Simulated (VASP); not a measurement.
# B2P3 (P-6m2) in VASP: single point with PBE

Aim: the single point of B2P3 with PBE.

Everything below comes from runs of VASP 6.6.1. Logs are shortened: lines on timing, memory, paths and dates and some standing lists are left out, and cuts for length are marked.

### Step 1. The cell of the first run

The structure is hexagonal, space group P-6m2 (No. 187). Conventional cell: a = 5.011 Å, b = 5.011 Å, c = 4.354 Å, α = 90.00°, β = 90.00°, γ = 120.00°. B (site symmetry 3m) has 1 B at 1.68 Å and 3 P at 1.98 Å within 2.2 Å. P (site symmetry mm2) has 2 B at 1.98 Å and 4 P at 2.47 to 2.54 Å within 2.6 Å.

The cell was built from a structure type or drawn by symmetry, and may not be a known phase.

### Step 2. Single point, PBE

Input file INCAR:

```
PREC = Accurate
ENCUT = 500
EDIFF = 1E-6
ISMEAR = 0
SIGMA = 0.2
LREAL = False
LASPH = True
NELM = 120
ALGO = Normal
ISIF = 2
LWAVE = False
LCHARG = True
GGA = PE
LELF = True
LVHAR = True
NBANDS = 18
GGA_COMPAT = False
```

Input file KPOINTS:

```
Automatic mesh
0
Gamma
  4 4 3
```

Input file POSCAR:

```
B2P3
1.0
    5.0107749665     -0.0000000032      0.0000000000
   -2.5053874805      4.3394584153      0.0000000000
    0.0000000000      0.0000000000      4.3542481268
B P
2 3
Direct
    0.6666666667      0.3333333333      0.6932689320
    0.6666666667      0.3333333333      0.3067310680
    0.4977093368      0.5022906632      0.0000000000
    0.4977093368      0.9954186735      0.0000000000
    0.0045813265      0.5022906632      0.0000000000
```

Potentials or basis: VASP PAW PBE potentials, release 64 (B, P).

The run is started by

```
$ cat potpaw_PBE.64/B/POTCAR potpaw_PBE.64/P/POTCAR > POTCAR
$ mpirun -np 1 vasp_std > vasp.out
```

OUTCAR:

```text
PREC = Accurate
   ENCUT = 500
   EDIFF = 1E-6
   ISMEAR = 0
   LREAL = False
   LASPH = True
   NELM = 120
   ISIF = 2
   GGA = PE

 ion  position               nearest neighbor table
   1  0.667  0.333  0.693-   2 1.68   5 1.98   3 1.98   4 1.98
   2  0.667  0.333  0.307-   1 1.68   5 1.98   3 1.98   4 1.98
   3  0.498  0.502  0.000-   1 1.98   2 1.98   5 2.47   4 2.47   5 2.54   4 2.54
   4  0.498  0.995  0.000-   1 1.98   2 1.98   5 2.47   3 2.47   5 2.54   3 2.54
   5  0.005  0.502  0.000-   1 1.98   2 1.98   3 2.47   4 2.47   3 2.54   4 2.54

  LATTYP: Found a hexagonal cell.
 ALAT       =     5.0107749665
 C/A-ratio  =     0.8689769858

  Lattice vectors:

 A1 = (   5.0107749665,  -0.0000000032,   0.0000000000)
 A2 = (  -2.5053874805,   4.3394584153,   0.0000000000)
 A3 = (   0.0000000000,   0.0000000000,   4.3542481268)

Analysis of symmetry for initial positions (statically):
=====================================================================
 Subroutine PRICEL returns:
 Original cell was already a primitive cell.

 Routine SETGRP: Setting up the symmetry group for a
 hexagonal supercell.

 Subroutine GETGRP returns: Found 12 space group operations
 (whereof 12 operations were pure point group operations)
 out of a pool of 24 trial point group operations.

The static configuration has the point symmetry D_3h.

Analysis of symmetry for dynamics (positions and initial velocities):
=====================================================================
 Subroutine PRICEL returns:
 Original cell was already a primitive cell.

 Routine SETGRP: Setting up the symmetry group for a
 hexagonal supercell.

 Subroutine GETGRP returns: Found 12 space group operations
 (whereof 12 operations were pure point group operations)
 out of a pool of 24 trial point group operations.

The dynamic configuration has the point symmetry D_3h.

 Subroutine INISYM returns: Found 12 space group operations
 (whereof 12 operations are pure point group operations),
 and found     1 'primitive' translations

----------------------------------------------------------------------------------------

                                     Primitive cell

  volume of cell :      94.6790

  direct lattice vectors                    reciprocal lattice vectors
     5.010774966 -0.000000003  0.000000000     0.199569928  0.115221752  0.000000000
    -2.505387481  4.339458415  0.000000000     0.000000000  0.230443503  0.000000000
     0.000000000  0.000000000  4.354248127     0.000000000  0.000000000  0.229660775

  length of vectors
     5.010774966  5.010774967  4.354248127     0.230443503  0.230443503  0.229660775

  position of ions in fractional coordinates (direct lattice)
     0.666666667  0.333333333  0.693268932
     0.666666667  0.333333333  0.306731068
     0.497709337  0.502290663  0.000000000
     0.497709337  0.995418673  0.000000000
     0.004581327  0.502290663  0.000000000

  ion indices of the primitive-cell ions
   primitive index   ion index
                 1           1
                 2           2
                 3           3
                 4           4
                 5           5

----------------------------------------------------------------------------------------

 KPOINTS: Automatic mesh

Automatic generation of k-mesh.
 Grid dimensions read from file:
 generate k-points for:    4    4    3

 Generating k-lattice:

  Cartesian coordinates                     Fractional coordinates (reciprocal lattice)
     0.049892482  0.028805438  0.000000000     0.250000000  0.000000000  0.000000000
     0.000000000  0.057610876  0.000000000     0.000000000  0.250000000  0.000000000
     0.000000000  0.000000000  0.076553592     0.000000000  0.000000000  0.333333333

  Length of vectors
     0.057610876  0.057610876  0.076553592

  Shift w.r.t. Gamma in fractional coordinates (k-lattice)
     0.000000000  0.000000000  0.000000000

 Subroutine IBZKPT returns following result:
 ===========================================

 Found      8 irreducible k-points:

 Following reciprocal coordinates:
            Coordinates               Weight
  0.000000  0.000000  0.000000      1.000000
  0.250000  0.000000  0.000000      6.000000
  0.500000  0.000000  0.000000      3.000000
  0.250000  0.250000  0.000000      6.000000
  0.000000  0.000000  0.333333      2.000000
  0.250000  0.000000  0.333333     12.000000
  0.500000  0.000000  0.333333      6.000000
  0.250000  0.250000  0.333333     12.000000
   k-points           NKPTS =      8   k-points in BZ     NKDIM =      8   number of bands    NBANDS=     18
   number of dos      NEDOS =    301   number of ions     NIONS =      5
   total plane-waves  NPLWV =  51200
   dimension x,y,z NGX =    40 NGY =   40 NGZ =   32
   dimension x,y,z NGXF=    80 NGYF=   80 NGZF=   64
   ions per type =               2   3
   NGX,Y,Z   is equivalent  to a cutoff of  13.27, 13.27, 12.22 a.u.
   NGXF,Y,Z  is equivalent  to a cutoff of  26.54, 26.54, 24.44 a.u.
 SYSTEM =  unknown system
   PREC   = accura    normal or accurate (medium, high low for compatibility)
   ISTART =      0    job   : 0-new  1-cont  2-samecut
   ICHARG =      2    charge: 1-file 2-atom 10-const
   ISPIN  =      1    spin polarized calculation?
   LNONCOLLINEAR =      F non collinear calculations
   LSORBIT =      F    spin-orbit coupling
   LASPH  =      T    aspherical Exc in radial PAW
   ENCUT  =  500.0 eV  36.75 Ry    6.06 a.u.   9.14  9.14  7.94*2*pi/ulx,y,z
   NELM   =    120;   NELMIN=  2; NELMDL= -5     # of ELM steps
   EDIFF  = 0.1E-05   stopping-criterion for ELM
   LREAL  =      F    real-space projection
   EDIFFG = 0.1E-04   stopping-criterion for IOM
   NSW    =      0    number of steps for IOM
   IBRION =     -1    ionic relax: 0-MD 1-quasi-New 2-CG
   NFREE  =      0    steps in history (QN), initial steepest desc. (CG)
   ISIF   =      2    stress and relaxation
   ISYM   =      2    0-nonsym 1-usesym 2-fastsym
   POTIM  = 0.5000    time-step for ionic-motion
   TEBEG  =    0.0;   TEEND  =   0.0 temperature during run
   PSTRESS=    0.0 pullay stress
   NELECT =      21.0000    total number of electrons
   NUPDOWN=      -1.0000    fix difference up-down
   EMIN   =  10.00;   EMAX   =-10.00  energy-range for DOS
   EFERMI =   0.00;   METHOD = LEGACY
   ISMEAR =     0;   SIGMA  =   0.20  broadening in eV -4-tet -1-fermi 0-gaus
   EFERMI_NEDOS =   21; number of points for ismear=-14 and -15
   IALGO  =     38    algorithm
   IMIX   =      4    mixing-type and parameters
     AMIX     =   0.40;   BMIX     =  1.00
     AMIX_MAG =   1.60;   BMIX_MAG =  1.00
  volume/ion in A,a.u.               =      18.94       127.79
  Fermi-wavevector in a.u.,A,eV,Ry     =   0.990977  1.872674 13.361392  0.982035
  Thomas-Fermi vector in A             =   2.122685
   LORBIT       =      0    0 simple, 1 ext, 2 COOP (PROOUT), +10 PAW based schemes
   GGA     = PE    functional components
   LHFCALC =     F    Hartree Fock is set to
   AEXX    =    0.0000 exact exchange contribution
   IVDW    =     0    specifies the selected vdW correction
   LEPSILON=     F    determine dielectric tensor
   LRPA    =     F    only Hartree local field effects (RPA)
 non-spin polarized calculation
 Gauss-broadening in eV      SIGMA  =   0.20
  energy-cutoff  :      500.00
  volume of cell :       94.68
 maximum number of plane-waves:      2414
 NGX is ok and might be reduce to    40
   NGX = 19   NGY = 19   NGZ = 15

 number of electron      20.9999999 magnetization

 Free energy of the ion-electron system (eV)
  ---------------------------------------------------
  ext. energy  EPLUGINS =         0.00000000
  ---------------------------------------------------
  free energy    TOTEN  =       -28.26690546 eV

  energy without entropy =      -28.24335219  energy(sigma->0) =      -28.25512882

 E-fermi :   3.3750     XC(G=0):  -8.4676

 val. band max:        3.3517069108   @ k =   0.5000   0.0000   0.3333
 cond. band min:       3.6061043451   @ k =   0.5000   0.0000   0.0000
 fundamental gap:      0.2543974343
 Fermi energy:         3.3750101417

 k-point     1 :       0.0000    0.0000    0.0000
  band No.  band energies     occupation
      1     -11.7281      2.00000
      2      -5.4388      2.00000
      3      -5.2746      2.00000
      4      -5.2746      2.00000
      5      -3.1312      2.00000
      6      -2.1848      2.00000
[... 10 lines left out ...]
     17       9.4460      0.00000
     18       9.4461      0.00000

 k-point     2 :       0.2500    0.0000    0.0000
  band No.  band energies     occupation
      1     -11.4655      2.00000
      2      -7.4765      2.00000
      3      -5.5172      2.00000
      4      -3.3172      2.00000
      5      -2.9695      2.00000
      6      -2.1417      2.00000
[... 10 lines left out ...]
     17       9.5195      0.00000
     18       9.9789      0.00000

 k-point     3 :       0.5000    0.0000    0.0000
  band No.  band energies     occupation
      1     -11.0979      2.00000
      2      -8.5025      2.00000
      3      -5.7178      2.00000
      4      -2.7953      2.00000
      5      -2.7748      2.00000
      6      -2.1028      2.00000
[... 10 lines left out ...]
     17       9.9829      0.00000
     18      10.2487      0.00000

 k-point     4 :       0.2500    0.2500    0.0000
  band No.  band energies     occupation
      1     -11.1034      2.00000
      2      -8.4438      2.00000
      3      -5.9538      2.00000
      4      -2.7766      2.00000
      5      -2.1320      2.00000
      6      -1.9595      2.00000
[... 10 lines left out ...]
     17       9.6063      0.00000
     18       9.6152      0.00000

 k-point     5 :       0.0000    0.0000    0.3333
  band No.  band energies     occupation
      1     -11.5745      2.00000
      2      -5.3886      2.00000
      3      -5.1132      2.00000
      4      -5.0461      2.00000
      5      -5.0461      2.00000
      6      -0.7000      2.00000
[... 10 lines left out ...]
     17       9.2500      0.00000
     18       9.6608      0.00000

 k-point     6 :       0.2500    0.0000    0.3333
  band No.  band energies     occupation
      1     -11.3091      2.00000
      2      -7.3416      2.00000
      3      -5.2957      2.00000
      4      -5.0276      2.00000
      5      -3.1264      2.00000
      6      -0.3953      2.00000
[... 10 lines left out ...]
     17       9.0557      0.00000
     18       9.9972      0.00000

 k-point     7 :       0.5000    0.0000    0.3333
  band No.  band energies     occupation
      1     -10.9352      2.00000
      2      -8.3760      2.00000
      3      -5.5009      2.00000
      4      -4.8863      2.00000
      5      -2.6083      2.00000
      6      -0.7707      2.00000
[... 10 lines left out ...]
     17       9.6538      0.00000
     18      10.3907      0.00000

 k-point     8 :       0.2500    0.2500    0.3333
  band No.  band energies     occupation
      1     -10.9408      2.00000
      2      -8.3197      2.00000
      3      -5.7386      2.00000
      4      -4.8873      2.00000
      5      -1.7776      2.00000
      6      -0.6858      2.00000
[... 10 lines left out ...]
     17       9.5481      0.00000
     18      10.3253      0.00000

------------------------ aborting loop because EDIFF is reached ----------------------------------------

  FORCE on cell =-STRESS in cart. coord.  units (eV):
  Direction    XX          YY          ZZ          XY          YZ          ZX
  --------------------------------------------------------------------------------------
  -------------------------------------------------------------------------------------
  Total        0.0887837      0.0887837     -0.0972661     -0.0000000     -0.0000000      0.0000000
  in kB        1.5024156      1.5024156     -1.6459571     -0.0000000     -0.0000000      0.0000000
  external PRESSURE =       0.4529581 kB  Pullay stress =       0.0000000 kB

 VOLUME and BASIS-vectors are now :
 -----------------------------------------------------------------------------
  energy-cutoff  :      500.00
  volume of cell :       94.68
      direct lattice vectors                 reciprocal lattice vectors
     5.010774966 -0.000000003  0.000000000     0.199569928  0.115221752  0.000000000
    -2.505387481  4.339458415  0.000000000     0.000000000  0.230443503  0.000000000
     0.000000000  0.000000000  4.354248127     0.000000000  0.000000000  0.229660775

 POSITION                                       TOTAL-FORCE (eV/Angst)
 -----------------------------------------------------------------------------------
      2.50539      1.44649      3.01866        -0.000000      0.000000      0.019957
      2.50539      1.44649      1.33558        -0.000000      0.000000     -0.019957
      1.23548      2.17967      0.00000         0.057969     -0.033468      0.000000
      0.00000      4.31958      0.00000         0.000000      0.066937      0.000000
     -1.23548      2.17967      0.00000        -0.057969     -0.033468      0.000000
 -----------------------------------------------------------------------------------
    total drift:                               -0.000000      0.000000      0.000000

  FREE ENERGIE OF THE ION-ELECTRON SYSTEM (eV)
  ---------------------------------------------------
  free  energy   TOTEN  =       -28.2669054571 eV

  energy  without entropy=      -28.2433521869  energy(sigma->0) =      -28.25512882
```

Wall time 23 s (1 thread of Intel Xeon 8259CL, shared host); peak memory 0.2 GiB.

Results:

```yaml
Free_energy: -28.2669 eV
Pressure: 0.0 GPa
Largest_force: 0.067 eV/Å
Band_gap_on_the_k_mesh: zero (an odd number of electrons rules out a gap without spin polarisation)
```

Forces in eV/Å, atoms in the order of the input:
```
B    0.000  0.000  0.020
B    0.000  0.000 -0.020
P    0.058 -0.033  0.000
P    0.000  0.067  0.000
P   -0.058 -0.033  0.000
```

Caveat: the k points lie up to 0.48 Å⁻¹ apart, too coarse for converged energies and pressures of a metal.
